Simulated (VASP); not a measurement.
A run of VASP 6.6.1:

The input INCAR:

```
SYSTEM = MoS2
PREC = Accurate
ENCUT = 520
EDIFF = 1E-6
ISMEAR = 0
SIGMA = 0.02
LREAL = .FALSE.
LASPH = .TRUE.
NELM = 60
ALGO = Normal
ISIF = 2
LWAVE = .FALSE.
LCHARG = .FALSE.
LDIPOL = .TRUE.
IDIPOL = 3
DIPOL = 0.5 0.5 0.500
NBANDS = 64
```

The input KPOINTS:

```
Automatic mesh
0
G
  12 12 1
  0 0 0
```

Contents of POSCAR:

```
MoS2
1.0
    3.1505197744      0.0000000000      0.0000000000
   -1.5752598872      2.7284301597      0.0000000000
    0.0000000000      0.0000000000     68.5325736529
S Mo
8 4
Direct
    0.3333333333      0.6666666667      0.3446932322
    0.3333333333      0.6666666667      0.3904278144
    0.6666666667      0.3333333333      0.4330415623
    0.6666666667      0.3333333333      0.4787283601
    0.3333333333      0.6666666667      0.5212716399
    0.3333333333      0.6666666667      0.5669584377
    0.6666666667      0.3333333333      0.6095721856
    0.6666666667      0.3333333333      0.6553067678
    0.6666666667      0.3333333333      0.3675722192
    0.3333333333      0.6666666667      0.4558852580
    0.6666666667      0.3333333333      0.5441147420
    0.3333333333      0.6666666667      0.6324277808
```

Potentials or basis: VASP PAW LDA potentials, release 64 (S, Mo_sv).

The run is started by

```console
$ cat potpaw_LDA.64/S/POTCAR potpaw_LDA.64/Mo_sv/POTCAR > POTCAR
$ mpirun -np 1 vasp_std > vasp.out
```

Hardware: 1 thread of Oxide Virtual Turin-like Processor, on a shared host.

How long does it take, and how much memory?

Wall time 31 min on 1 thread of Oxide Virtual Turin-like Processor, with other jobs on the host, peak memory 0.74 GiB. Counts: scf iterations 26, k points 19.
